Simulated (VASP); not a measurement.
A run of VASP 6.6.1 is set up as follows.

INCAR

```
SYSTEM = MgRh
PREC = Accurate
ENCUT = 520
EDIFF = 1E-8
ISMEAR = -1
SIGMA = 0.15
LREAL = .FALSE.
LASPH = .TRUE.
NELM = 80
ALGO = Normal
ISIF = 2
LWAVE = .FALSE.
LCHARG = .FALSE.
IBRION = 8
NSW = 1
```

Contents of KPOINTS:

```
Automatic mesh
0
G
  14 14 14
  0 0 0
```

POSCAR

```
MgRh
1.0
    3.0497045443      0.0000000000      0.0000000000
    0.0000000000      3.0497045443      0.0000000000
    0.0000000000      0.0000000000      3.0497045443
Mg Rh
1 1
Direct
    0.0000000000      0.0000000000      0.0000000000
    0.5000000000      0.5000000000      0.5000000000
```

Potentials or basis: VASP PAW LDA potentials, release 64 (Mg, Rh_pv).

Command:

```sh
$ cat potpaw_LDA.64/Mg/POTCAR potpaw_LDA.64/Rh_pv/POTCAR > POTCAR
$ mpirun -np 1 vasp_std > vasp.out
```

Q: What does it give for the highest phonon frequency at Γ?

A: 295 cm⁻¹.

Phonon frequencies in cm⁻¹ (negative: imaginary):
| q point | frequencies |
| --- | --- |
| (0.000, 0.000, 0.000) | 0 0 0 295 295 295 |
